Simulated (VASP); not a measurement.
A run of VASP 6.6.1:

The input INCAR:

```
PREC = Accurate
ENCUT = 500
EDIFF = 1E-7
ISMEAR = 0
SIGMA = 0.1
LREAL = False
LASPH = True
NELM = 200
ALGO = Normal
ISIF = 3
LWAVE = False
LCHARG = False
GGA = PE
IBRION = 2
NSW = 90
EDIFFG = -0.04
GGA_COMPAT = False
NELMIN = 4
LMAXMIX = 6
```

File KPOINTS:

```
regular mesh
0
Gamma
  6 6 2
```

The input POSCAR:

```
HoS4
1.0
    4.2565622000      0.0000000000      0.0000000000
   -2.1282811000      3.6862910000      0.0000000000
    0.0000000000      0.0000000000      7.7202796700
Ho S
1 4
Direct
    0.0000000000      0.0000000000      0.5000000000
    0.0000000000      0.0000000000      0.8170114400
    0.0000000000      0.0000000000      0.1829885600
    0.3333333300      0.6666666700      0.1164265400
    0.6666666700      0.3333333300      0.8835734600
```

Potentials or basis: VASP PAW PBE potentials, release 64 (Ho_3, S), 4f in core.

Command:

```console
$ cat potpaw_PBE.64/Ho_3/POTCAR potpaw_PBE.64/S/POTCAR > POTCAR
$ mpirun -np 1 vasp_std > vasp.out
```

Hardware: 1 thread of AMD EPYC 9R45 96-Core Processor (Zen 5), with other jobs on the host.

Q: Estimate the wall time of this run.

A: It took 13 min on 1 thread of AMD EPYC 9R45 96-Core Processor (Zen 5), with other jobs on the host, peak memory 0.23 GiB. Counts: scf iterations 471, k points 14, ion steps 43.
